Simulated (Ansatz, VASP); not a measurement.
## One calculation of ZrTaN, two programs

```
Zr Ta N
1.0
     3.06230    0.00000    0.00000
     0.00000    3.06230    0.00000
     0.00000    0.00000    4.69911
Zr Ta N
1 1 1
Cartesian
  1.5311 1.5311 2.3496
  0.0000 0.0000 0.0000
  1.5311 1.5311 0.0000
```

Change from the starting cell: species swapped into the LiHPd type (P4/mmm, No. 123).

Alike in both runs: task relaxation of cell and atoms; functional PBE; k mesh 16 × 16 × 10; occupations gaussian, width 0.1 eV; no spin polarisation.

|  | VASP | Ansatz |
| --- | --- | --- |
| version | VASP 6.6.1 | Ansatz 0.2.0 |
| potentials or method | VASP PAW PBE potentials, release 64 (Zr_sv, Ta_pv, N), cutoff 600 eV | scalar-relativistic, plane waves, PAW |
| valence electrons in the cell | 28 | 30 |

Ansatz gave:

| Property | Result |
| --- | --- |
| gap on the k mesh at the Fermi level, each at its own relaxed structure (eV) | none |
| relaxed volume (Å³/atom) | 14.71 |
| relaxed cell length with the largest relative difference (Å) | 3.054 |

Problem. Estimate VASP's values.

Solution. gap on the k mesh at the Fermi level, each at its own relaxed structure (eV): none; relaxed volume (Å³/atom): 14.72; relaxed cell length with the largest relative difference (Å): 3.055.

A gap of «none» marks a metal or a gap that the smearing closes. VASP's potentials hold 28 valence electrons a cell and Ansatz's 30, so a difference there can come from the potentials and not from the codes.

Spin-orbit coupling is off throughout.
